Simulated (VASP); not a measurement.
Here is a VASP 6.6.1 calculation.

The input INCAR:

```
PREC = Accurate
ENCUT = 520
EDIFF = 1E-8
ISMEAR = -1
SIGMA = 0.02
LREAL = False
LASPH = True
NELM = 100
ALGO = Normal
ISIF = 2
LWAVE = False
LCHARG = False
GGA = CA
LEFG = True
NBANDS = 17
```

Contents of KPOINTS:

```
regular mesh
0
Gamma
  9 9 9
```

Contents of POSCAR:

```
SnSe
1.0
    0.0000000000      3.0496098055      3.0496098055
    3.0496098055      0.0000000000      3.0496098055
    3.0496098055      3.0496098055      0.0000000000
Sn Se
1 1
Direct
    0.0000000000      0.0000000000      0.0000000000
    0.5000000000      0.5000000000      0.5000000000
```

Potentials or basis: VASP PAW LDA potentials, release 64 (Sn_d, Se).

The run is started by

```sh
$ cat potpaw_LDA.64/Sn_d/POTCAR potpaw_LDA.64/Se/POTCAR > POTCAR
$ mpirun -np 1 vasp_std > vasp.out
```

(1) Estimate the pressure.

Answers

(1) -4.8 GPa.

Caveat: without QUAD_EFG the Cq values of the log hold for a quadrupole moment of 1 mb, not for the nuclei.
